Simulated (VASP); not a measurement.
Here is a VASP 6.6.1 calculation.

File INCAR:

```
PREC = Accurate
ENCUT = 520
EDIFF = 1E-7
ISMEAR = 0
SIGMA = 0.05
LREAL = False
LASPH = True
NELM = 150
ALGO = Normal
ISIF = 2
LWAVE = False
LCHARG = False
ISPIN = 2
MAGMOM = 7.58 0 0 0 0
LORBIT = 11
LMAXMIX = 6
GGA = PS
NBANDS = 32
```

The input KPOINTS:

```
regular mesh
0
Gamma
  10 10 10
```

The input POSCAR:

```
GdSi3Ir
1.0
   -2.0817257515      2.0817257515      4.8825592655
    2.0817257515     -2.0817257515      4.8825592655
    2.0817257515      2.0817257515     -4.8825592655
Gd Ir Si
1 1 3
Direct
    0.0017089920      0.0017089920      0.0000000000
    0.3465550836      0.3465550836      0.0000000000
    0.5842146372      0.5842146372      0.0000000000
    0.2345231436      0.7345231436      0.5000000000
    0.7345231436      0.2345231436      0.5000000000
```

Potentials or basis: VASP PAW PBE potentials, release 64 (Gd, Ir, Si).

Command:

```bash
$ cat potpaw_PBE.64/Gd/POTCAR potpaw_PBE.64/Ir/POTCAR potpaw_PBE.64/Si/POTCAR > POTCAR
$ mpirun -np 1 vasp_std > vasp.out
```

Question: What does it give for the net moment?

Answer: 6.84 μB per cell.

Question: Predict the site moments.

Answer: Gd +6.73; Ir -0.03; Si -0.01 μB.

Question: What does it give for the pressure?

Answer: 0.3 GPa.

Forces in eV/Å, atoms in the order of the input:
```
Gd   0.000  0.000 -0.009
Ir   0.000  0.000  0.041
Si   0.000  0.000  0.028
Si   0.000  0.000 -0.030
Si   0.000  0.000 -0.030
```

Caveat: the PAW data sets were made with another functional, which shifts forces and pressure a little. The state reached can hang on the start; a lower one may exist.
